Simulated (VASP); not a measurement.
# SiGe2 (P-3m1) in VASP: a series of runs

The runs below take SiGe2 through single point, with PBE.

All numbers are computed with VASP 6.6.1; they aren't measurements. Logs are shortened: lines on timing, memory, paths and dates and some standing lists are left out, and cuts for length are marked.

## 1. The cell of the first run

It takes space group P-3m1 (No. 164, trigonal). The conventional cell has a = 2.937 Å, b = 2.937 Å, c = 7.195 Å, α = 90.00°, β = 90.00°, γ = 120.00°. Within 3.9 Å of Si (site symmetry -3m) lie 6 Ge at 2.94 Å and 6 Si at 2.94 Å. Within 3.9 Å of Ge (site symmetry 3m) lie 3 Si at 2.94 Å and 9 Ge at 2.94 Å.

## 2. Single point, PBE

Contents of INCAR:

```
SYSTEM = SiGe2
ALGO     = Normal         ! electronic algorithm
EDIFF    = 1E-6           ! SCF threshold, eV
ENCUT    = 520            ! plane-wave cutoff, eV
GGA      = PE             ! functional
ISIF     = 2              ! what is computed and relaxed
ISMEAR   = 0              ! smearing method
LASPH    = .TRUE.         ! aspherical terms in the spheres
LCHARG   = .FALSE.        ! write CHGCAR
LREAL    = .FALSE.        ! projectors in reciprocal space
LWAVE    = .FALSE.        ! write WAVECAR
NBANDS   = 23             ! bands
NELM     = 100            ! most SCF steps
PREC     = Accurate       ! precision mode
SIGMA    = 0.1            ! smearing width, eV
```

Contents of KPOINTS:

```
k-points
0
G
  6 6 4
  0 0 0
```

Contents of POSCAR:

```
SiGe2
1.0
    2.9374052400      0.0000000000      0.0000000000
   -1.4687026200      2.5438675600      0.0000000000
    0.0000000000      0.0000000000      7.1951440100
Si Ge
1 2
Direct
    0.0000000000      0.0000000000      0.5000000000
    0.6666666700      0.3333333300      0.8333333300
    0.3333333300      0.6666666700      0.1666666700
```

Potentials or basis: VASP PAW PBE potentials, release 64 (Si, Ge_d).

Command:

```
> cat potpaw_PBE.64/Si/POTCAR potpaw_PBE.64/Ge_d/POTCAR > POTCAR
> mpirun -np 1 vasp_std > vasp.out
```

OUTCAR:

```text
SYSTEM = SiGe2
   EDIFF = 1E-6
   ENCUT = 520
   GGA = PE
   ISIF = 2
   ISMEAR = 0
   LASPH = .TRUE.
   LREAL = .FALSE.
   NELM = 100
   PREC = Accurate

 ion  position               nearest neighbor table
   1  0.000  0.000  0.500-   2 2.94   3 2.94   2 2.94   3 2.94   2 2.94   3 2.94
   2  0.667  0.333  0.833-   1 2.94   1 2.94   1 2.94
   3  0.333  0.667  0.167-   1 2.94   1 2.94   1 2.94

  LATTYP: Found a hexagonal cell.
 ALAT       =     2.9374052400
 C/A-ratio  =     2.4494897442

  Lattice vectors:

 A1 = (   2.9374052400,   0.0000000000,   0.0000000000)
 A2 = (  -1.4687026200,   2.5438675600,   0.0000000000)
 A3 = (   0.0000000000,   0.0000000000,   7.1951440100)

Analysis of symmetry for initial positions (statically):
=====================================================================
 Subroutine PRICEL returns:
 Original cell was already a primitive cell.

 Routine SETGRP: Setting up the symmetry group for a
 hexagonal supercell.

 Subroutine GETGRP returns: Found 12 space group operations
 (whereof 12 operations were pure point group operations)
 out of a pool of 24 trial point group operations.

The static configuration has the point symmetry D_3d.

Analysis of symmetry for dynamics (positions and initial velocities):
=====================================================================
 Subroutine PRICEL returns:
 Original cell was already a primitive cell.

 Routine SETGRP: Setting up the symmetry group for a
 hexagonal supercell.

 Subroutine GETGRP returns: Found 12 space group operations
 (whereof 12 operations were pure point group operations)
 out of a pool of 24 trial point group operations.

The dynamic configuration has the point symmetry D_3d.

 Subroutine INISYM returns: Found 12 space group operations
 (whereof 12 operations are pure point group operations),
 and found     1 'primitive' translations

----------------------------------------------------------------------------------------

                                     Primitive cell

  volume of cell :      53.7648

  direct lattice vectors                    reciprocal lattice vectors
     2.937405240  0.000000000  0.000000000     0.340436514  0.196551113  0.000000000
    -1.468702620  2.543867560  0.000000000     0.000000000  0.393102226  0.000000000
     0.000000000  0.000000000  7.195144010     0.000000000  0.000000000  0.138982625

  length of vectors
     2.937405240  2.937405241  7.195144010     0.393102226  0.393102226  0.138982625

  position of ions in fractional coordinates (direct lattice)
     0.000000000  0.000000000  0.500000000
     0.666666670  0.333333330  0.833333330
     0.333333330  0.666666670  0.166666670

  ion indices of the primitive-cell ions
   primitive index   ion index
                 1           1
                 2           2
                 3           3

----------------------------------------------------------------------------------------

 KPOINTS: k-points

Automatic generation of k-mesh.
 Grid dimensions read from file:
 generate k-points for:    6    6    4

 Generating k-lattice:

  Cartesian coordinates                     Fractional coordinates (reciprocal lattice)
     0.056739419  0.032758519  0.000000000     0.166666667 -0.000000000  0.000000000
     0.000000000  0.065517038  0.000000000     0.000000000  0.166666667  0.000000000
     0.000000000  0.000000000  0.034745656     0.000000000  0.000000000  0.250000000

  Length of vectors
     0.065517038  0.065517038  0.034745656

  Shift w.r.t. Gamma in fractional coordinates (k-lattice)
     0.000000000  0.000000000  0.000000000

 Subroutine IBZKPT returns following result:
 ===========================================

 Found     24 irreducible k-points:

 Following reciprocal coordinates:
            Coordinates               Weight
  0.000000  0.000000  0.000000      1.000000
  0.166667 -0.000000  0.000000      6.000000
  0.333333 -0.000000  0.000000      6.000000
  0.500000 -0.000000  0.000000      3.000000
  0.166667  0.166667  0.000000      6.000000
  0.333333  0.166667  0.000000     12.000000
[... 16 lines left out ...]
  0.333333  0.166667  0.500000     12.000000
  0.333333  0.333333  0.500000      2.000000
   k-points           NKPTS =     24   k-points in BZ     NKDIM =     24   number of bands    NBANDS=     23
   number of dos      NEDOS =    301   number of ions     NIONS =      3
   total plane-waves  NPLWV =  31104
   dimension x,y,z NGX =    24 NGY =   24 NGZ =   54
   dimension x,y,z NGXF=    48 NGYF=   48 NGZF=  108
   ions per type =               1   2
   NGX,Y,Z   is equivalent  to a cutoff of  13.58, 13.58, 12.48 a.u.
   NGXF,Y,Z  is equivalent  to a cutoff of  27.17, 27.17, 24.95 a.u.
 SYSTEM =  SiGe2
   PREC   = accura    normal or accurate (medium, high low for compatibility)
   ISTART =      0    job   : 0-new  1-cont  2-samecut
   ICHARG =      2    charge: 1-file 2-atom 10-const
   ISPIN  =      1    spin polarized calculation?
   LNONCOLLINEAR =      F non collinear calculations
   LSORBIT =      F    spin-orbit coupling
   LASPH  =      T    aspherical Exc in radial PAW
   ENCUT  =  520.0 eV  38.22 Ry    6.18 a.u.   5.46  5.46 13.38*2*pi/ulx,y,z
   NELM   =    100;   NELMIN=  2; NELMDL= -5     # of ELM steps
   EDIFF  = 0.1E-05   stopping-criterion for ELM
   LREAL  =      F    real-space projection
   EDIFFG = 0.1E-04   stopping-criterion for IOM
   NSW    =      0    number of steps for IOM
   IBRION =     -1    ionic relax: 0-MD 1-quasi-New 2-CG
   NFREE  =      0    steps in history (QN), initial steepest desc. (CG)
   ISIF   =      2    stress and relaxation
   ISYM   =      2    0-nonsym 1-usesym 2-fastsym
   POTIM  = 0.5000    time-step for ionic-motion
   TEBEG  =    0.0;   TEEND  =   0.0 temperature during run
   PSTRESS=    0.0 pullay stress
   NELECT =      32.0000    total number of electrons
   NUPDOWN=      -1.0000    fix difference up-down
   EMIN   =  10.00;   EMAX   =-10.00  energy-range for DOS
   EFERMI =   0.00;   METHOD = LEGACY
   ISMEAR =     0;   SIGMA  =   0.10  broadening in eV -4-tet -1-fermi 0-gaus
   EFERMI_NEDOS =   21; number of points for ismear=-14 and -15
   IALGO  =     38    algorithm
   IMIX   =      4    mixing-type and parameters
     AMIX     =   0.40;   BMIX     =  1.00
     AMIX_MAG =   1.60;   BMIX_MAG =  1.00
  volume/ion in A,a.u.               =      17.92       120.94
  Fermi-wavevector in a.u.,A,eV,Ry     =   1.377079  2.602302 25.801364  1.896347
  Thomas-Fermi vector in A             =   2.502265
   LORBIT       =      0    0 simple, 1 ext, 2 COOP (PROOUT), +10 PAW based schemes
   GGA     = PE    functional components
   LHFCALC =     F    Hartree Fock is set to
   AEXX    =    0.0000 exact exchange contribution
   IVDW    =     0    specifies the selected vdW correction
   LEPSILON=     F    determine dielectric tensor
   LRPA    =     F    only Hartree local field effects (RPA)
 non-spin polarized calculation
 Gauss-broadening in eV      SIGMA  =   0.10
  energy-cutoff  :      520.00
  volume of cell :       53.76
 maximum number of plane-waves:      1515
 NGX is ok and might be reduce to    24
   NGX = 11   NGY = 11   NGZ = 27

 number of electron      31.9999966 magnetization

 Free energy of the ion-electron system (eV)
  ---------------------------------------------------
  ext. energy  EPLUGINS =         0.00000000
  ---------------------------------------------------
  free energy    TOTEN  =       -12.86262334 eV

  energy without entropy =      -12.85209541  energy(sigma->0) =      -12.85735937

 E-fermi :   7.5146     XC(G=0): -11.1505

 val. band max:        7.4409459780   @ k =   0.1667   0.1667   0.2500
 cond. band min:       7.5193406283   @ k =   0.1667   0.1667   0.5000
 fundamental gap:      0.0783946503
 Fermi energy:         7.5146286732

 k-point     1 :       0.0000    0.0000    0.0000
  band No.  band energies     occupation
      1     -17.3058      2.00000
      2     -17.3035      2.00000
      3     -17.3035      2.00000
      4     -17.3033      2.00000
      5     -17.3014      2.00000
      6     -17.3014      2.00000
[... 15 lines left out ...]
     22      16.7560      0.00000
     23      18.4459      0.00000

 k-point     2 :       0.1667   -0.0000    0.0000
  band No.  band energies     occupation
      1     -17.3204      2.00000
      2     -17.3068      2.00000
      3     -17.2916      2.00000
      4     -17.2804      2.00000
      5     -17.2794      2.00000
      6     -17.2781      2.00000
[... 15 lines left out ...]
     22      15.9490      0.00000
     23      16.2509      0.00000

 k-point     3 :       0.3333   -0.0000    0.0000
  band No.  band energies     occupation
      1     -17.3446      2.00000
      2     -17.3197      2.00000
      3     -17.2957      2.00000
      4     -17.2789      2.00000
      5     -17.2684      2.00000
      6     -17.2322      2.00000
[... 15 lines left out ...]
     22      13.9065      0.00000
     23      14.0959      0.00000

 k-point     4 :       0.5000   -0.0000    0.0000
  band No.  band energies     occupation
      1     -17.3561      2.00000
      2     -17.3254      2.00000
      3     -17.3123      2.00000
      4     -17.2863      2.00000
      5     -17.2726      2.00000
      6     -17.2186      2.00000
[... 15 lines left out ...]
     22      12.7896      0.00000
     23      13.2911      0.00000

 k-point     5 :       0.1667    0.1667    0.0000
  band No.  band energies     occupation
      1     -17.3150      2.00000
      2     -17.3108      2.00000
      3     -17.2890      2.00000
      4     -17.2829      2.00000
      5     -17.2670      2.00000
      6     -17.2665      2.00000
[... 434 lines left out ...]
 k-point    22 :       0.1667    0.1667    0.5000
  band No.  band energies     occupation
      1     -17.3153      2.00000
      2     -17.3108      2.00000
      3     -17.2890      2.00000
      4     -17.2832      2.00000
      5     -17.2667      2.00000
      6     -17.2665      2.00000
[... 15 lines left out ...]
     22      12.9768      0.00000
     23      16.5053      0.00000

 k-point    23 :       0.3333    0.1667    0.5000
  band No.  band energies     occupation
      1     -17.3265      2.00000
      2     -17.3059      2.00000
      3     -17.2970      2.00000
      4     -17.2877      2.00000
      5     -17.2738      2.00000
      6     -17.2386      2.00000
[... 15 lines left out ...]
     22      12.7977      0.00000
     23      17.0547      0.00000

 k-point    24 :       0.3333    0.3333    0.5000
  band No.  band energies     occupation
      1     -17.3060      2.00000
      2     -17.2905      2.00000
      3     -17.2905      2.00000
      4     -17.2602      2.00000
      5     -17.2565      2.00000
      6     -17.2565      2.00000
[... 15 lines left out ...]
     22       9.3405      0.00000
     23      18.8583      0.00000

------------------------ aborting loop because EDIFF is reached ----------------------------------------

  FORCE on cell =-STRESS in cart. coord.  units (eV):
  Direction    XX          YY          ZZ          XY          YZ          ZX
  --------------------------------------------------------------------------------------
  -------------------------------------------------------------------------------------
  Total        0.9504903      0.9504903      0.2497685      0.0000000      0.0000000      0.0000000
  in kB       28.3243812     28.3243812      7.4430409      0.0000000      0.0000000      0.0000000
  external PRESSURE =      21.3639344 kB  Pullay stress =       0.0000000 kB

 VOLUME and BASIS-vectors are now :
 -----------------------------------------------------------------------------
  energy-cutoff  :      520.00
  volume of cell :       53.76
      direct lattice vectors                 reciprocal lattice vectors
     2.937405240  0.000000000  0.000000000     0.340436514  0.196551113  0.000000000
    -1.468702620  2.543867560  0.000000000     0.000000000  0.393102226  0.000000000
     0.000000000  0.000000000  7.195144010     0.000000000  0.000000000  0.138982625

 POSITION                                       TOTAL-FORCE (eV/Angst)
 -----------------------------------------------------------------------------------
      0.00000      0.00000      3.59757         0.000000      0.000000      0.000000
      1.46870      0.84796      5.99595        -0.000000      0.000000     -0.384599
     -0.00000      1.69591      1.19919         0.000000     -0.000000      0.384599
 -----------------------------------------------------------------------------------
    total drift:                               -0.000000     -0.000000      0.000000

  FREE ENERGIE OF THE ION-ELECTRON SYSTEM (eV)
  ---------------------------------------------------
  free  energy   TOTEN  =       -12.8626233351 eV

  energy  without entropy=      -12.8520954062  energy(sigma->0) =      -12.85735937
```

Run time: 13 s. Hardware: 1 thread of Intel Xeon 6975P-C (Granite Rapids), shared host; peak memory 0.18 GiB.

Results:

```
Free energy            : -12.8626 eV
Pressure               : 2.1 GPa
Largest force          : 0.385 eV/Å
Band gap on the k mesh : zero (band 16 reaches 14.66 eV, above the bottom of band 17 at 4.92 eV)
```

Forces in eV/Å, atoms in the order of the input:
```
Si   0.000  0.000  0.000
Ge   0.000  0.000 -0.385
Ge   0.000  0.000  0.385
```

Stress tensor (GPa, compression positive):
```
2.83 0.00 0.00
0.00 2.83 0.00
0.00 0.00 0.74
```

Levels at points of the mesh, in eV from the Fermi level:
```csv
k point,band 14,band 15,band 16,band 17,band 18,band 19
"(0.00, 0.00, 0.00)",-1.76,-1.72,7.14,7.14,7.42,7.42
"(0.50, 0.00, 0.00)",-4.55,-4.39,-4.35,2.62,2.63,3.37
"(0.00, 0.00, 0.50)",-5.86,4.25,4.30,6.98,6.98,8.20
"(0.50, 0.00, 0.50)",-5.87,-2.14,-1.90,-0.29,-0.11,3.28
```

Caveat: the k points lie up to 0.41 Å⁻¹ apart.

## 3. Single point, PBE

This run uses another cell than the first one, of 19.04 Å³/atom, 1.063 times its volume.

Contents of INCAR:

```
PREC = Accurate
ENCUT = 520
EDIFF = 1E-6
ISMEAR = 0
SIGMA = 0.1
LREAL = False
LASPH = True
NELM = 100
ALGO = Normal
ISIF = 2
LWAVE = False
LCHARG = True
GGA = PE
LELF = True
LVHAR = True
NBANDS = 23
```

Contents of KPOINTS:

```
regular mesh
0
Gamma
  18 18 8
```

Contents of POSCAR:

```
SiGe2
1.0
    3.0450781608      0.0000000000      0.0000000000
   -1.5225390804      2.6371150438      0.0000000000
    0.0000000000      0.0000000000      7.1137852448
Si Ge
1 2
Direct
    0.0000000000      0.0000000000      0.5000000000
    0.6666666667      0.3333333333      0.7886094332
    0.3333333333      0.6666666667      0.2113905668
```

Potentials or basis: VASP PAW PBE potentials, release 64 (Si, Ge_d).

Command:

```
> cat potpaw_PBE.64/Si/POTCAR potpaw_PBE.64/Ge_d/POTCAR > POTCAR
> mpirun -np 1 vasp_std > vasp.out
```

Wall time 2.3 min (1 thread of Intel Xeon 6975P-C (Granite Rapids), shared host); peak memory 0.4 GiB.

Results (log left out):

```yaml
Free_energy: -13.1650 eV
Pressure: 0.0 GPa
Largest_force: 0.003 eV/Å
Band_gap_on_the_k_mesh: zero (band 16 reaches 12.10 eV, above the bottom of band 17 at 4.76 eV)
```

Forces in eV/Å, atoms in the order of the input:
```
Si   0.000  0.000  0.000
Ge   0.000  0.000  0.003
Ge   0.000  0.000 -0.003
```

Levels at points of the mesh, in eV from the Fermi level:
| k point | band 12 | band 13 | band 14 | band 15 | band 16 | band 17 | band 18 | band 19 | band 20 | band 21 |
| --- | --- | --- | --- | --- | --- | --- | --- | --- | --- | --- |
| (0.00, 0.00, 0.00) | -10.97 | -8.47 | -1.62 | 0.33 | 5.42 | 5.42 | 6.39 | 6.39 | 8.38 | 8.38 |
| (0.50, 0.00, 0.00) | -8.12 | -5.76 | -4.98 | -3.44 | -2.73 | 1.55 | 2.95 | 3.36 | 3.96 | 4.82 |
| (0.00, 0.00, 0.50) | -11.71 | -6.70 | -4.79 | 4.72 | 5.39 | 5.39 | 6.47 | 6.62 | 6.62 | 7.95 |
| (0.50, 0.00, 0.50) | -7.89 | -6.49 | -5.52 | -1.82 | -1.18 | 0.22 | 0.99 | 1.71 | 3.35 | 4.99 |

## 4. Single point, PBE

This run uses another cell than the first one, of 19.04 Å³/atom, 1.063 times its volume.

Contents of INCAR:

```
SYSTEM = SiGe2
ALGO = Normal ; EDIFF = 1E-6
ENCUT = 520 ; GGA = PE
ISIF = 2 ; ISMEAR = 0
LASPH = .True. ; LCHARG = .False.
LREAL = .False. ; LWAVE = .False.
NBANDS = 23 ; NELM = 100
PREC = Accurate ; SIGMA = 0.1
```

Contents of KPOINTS:

```
k-points
0
Gamma
  18 18 8
  0 0 0
```

POSCAR is that of step 3.

Command:

```
> cat potpaw_PBE.64/Si/POTCAR potpaw_PBE.64/Ge_d/POTCAR > POTCAR
> mpirun -np 1 vasp_std > vasp.out
```

Wall time 1.8 min (1 thread of Intel Xeon 6975P-C (Granite Rapids), shared host); peak memory 0.4 GiB.

Results (log left out):

| Property | Result |
| --- | --- |
| Free energy | -13.1650 eV |
| Pressure | 0.0 GPa |
| Largest force | 0.003 eV/Å |
| Band gap on the k mesh | zero (band 16 reaches 12.10 eV, above the bottom of band 17 at 4.76 eV) |

Forces in eV/Å, atoms in the order of the input:
```
Si   0.000  0.000  0.000
Ge   0.000  0.000  0.003
Ge   0.000  0.000 -0.003
```

Levels at points of the mesh, in eV from the Fermi level:
| k point | band 12 | band 13 | band 14 | band 15 | band 16 | band 17 | band 18 | band 19 | band 20 | band 21 |
| --- | --- | --- | --- | --- | --- | --- | --- | --- | --- | --- |
| (0.00, 0.00, 0.00) | -10.97 | -8.47 | -1.62 | 0.33 | 5.42 | 5.42 | 6.39 | 6.39 | 8.38 | 8.38 |
| (0.50, 0.00, 0.00) | -8.12 | -5.76 | -4.98 | -3.44 | -2.73 | 1.55 | 2.95 | 3.36 | 3.96 | 4.82 |
| (0.00, 0.00, 0.50) | -11.71 | -6.70 | -4.79 | 4.72 | 5.39 | 5.39 | 6.47 | 6.62 | 6.62 | 7.95 |
| (0.50, 0.00, 0.50) | -7.89 | -6.49 | -5.52 | -1.82 | -1.18 | 0.22 | 0.99 | 1.71 | 3.35 | 4.99 |
